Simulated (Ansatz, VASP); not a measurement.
One calculation of Sb, two programs

Contents of INCAR:

```
SYSTEM = Sb
ALGO = Normal ; EDIFF = 1E-6
ENCUT = 520 ; GGA = PS
ISIF = 2 ; ISMEAR = 0
LASPH = .TRUE. ; LCHARG = .FALSE.
LREAL = .FALSE. ; LWAVE = .FALSE.
NBANDS = 8 ; NELM = 100
PREC = Accurate ; SIGMA = 0.15
```

The input KPOINTS:

```
k-points
0
G
  16 16 16
  0 0 0
```

POSCAR

```
Sb
1.0
    3.2232000000      0.0000000000      0.0000000000
    0.0000000000      3.1600000000      0.0000000000
    0.0000000000      0.0000000000      3.1600000000
Sb
1
Direct
    0.0000000000      0.0000000000      0.0000000000
```

Input for Ansatz:

```yaml
crystal:
  lattice:
    - [3.2232, 0.0, 0.0]
    - [0.0, 3.16, 0.0]
    - [0.0, 0.0, 3.16]
  atoms:
    - { symbol: Sb, position: [0.0, 0.0, 0.0] }
basis:
  ecutwfc: 420
kpoints:
  mp_grid: { grid: [16, 16, 16] }
hamiltonian:
  xc: pbesol
scf:
  occupations: { method: gaussian, width: 0.15 }
output:
  forces: true
  stress: true
  eigenvalues: true
```

Change from the starting cell: strain +0.0200 x Voigt [1, 0, 0, 0, 0, 0], atoms carried along.

Alike in both runs: task single point; functional PBEsol; k mesh 16 × 16 × 16; occupations gaussian, width 0.15 eV; no spin polarisation.

```csv
,VASP,Ansatz
version,VASP 6.6.1,Ansatz 0.2.0
potentials or method,"VASP PAW PBE potentials, release 64 (Sb), cutoff 520 eV","scalar-relativistic, plane waves, PAW"
valence electrons in the cell,5,15
```

Ansatz gave:

```
gap on the k mesh at the Fermi level (eV)                     : none
pressure (GPa)                                                : -5.6
traceless stress, the component that is largest in VASP (GPa) : -1.00
```

What did VASP give for the same quantities?

gap on the k mesh at the Fermi level (eV): none; pressure (GPa): -5.6; traceless stress, the component that is largest in VASP (GPa): -1.01.

VASP's potentials were made for PBE, not for PBEsol. A gap of «none» marks a metal or a gap that the smearing closes. VASP's potentials hold 5 valence electrons a cell and Ansatz's 15, so a difference there can come from the potentials and not from the codes.

Neither program's run includes spin-orbit coupling.
